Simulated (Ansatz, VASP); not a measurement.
## Two plane-wave programs on TlZnBr3

```
Tl Zn Br
1.0
     5.20043    0.00000    0.00000
     0.00000    5.20043    0.00000
     0.00000    0.00000    5.20043
Tl Zn Br
1 1 3
Direct
  0.00000 0.00000 0.00000
  0.50000 0.50000 0.50000
  0.50000 0.50000 0.00000
  0.50000 0.00000 0.50000
  0.00000 0.50000 0.50000
```

Alike in both runs: task single point; functional r2SCAN; k mesh 6 × 6 × 6; no spin polarisation.

|  | VASP | Ansatz |
| --- | --- | --- |
| version | VASP 6.6.1 | Ansatz 0.2.0 |
| potentials or method | VASP PAW PBE potentials, release 64 (Tl_d, Zn, Br) | plane waves, PAW |
| plane-wave cutoff (eV) | 520 | 500 |
| occupations | gaussian, width 0.01 eV | fixed |
| valence electrons in the cell | 46 | 46 |

VASP gave:

- gap on the k mesh at the Fermi level (eV): 0.87
- pressure (GPa): 0.0

Problem. Which values does Ansatz return?

Solution. gap on the k mesh at the Fermi level (eV): 0.88; pressure (GPa): 0.0.

VASP's potentials were made for PBE, not for r2SCAN.

Neither program's run includes spin-orbit coupling.
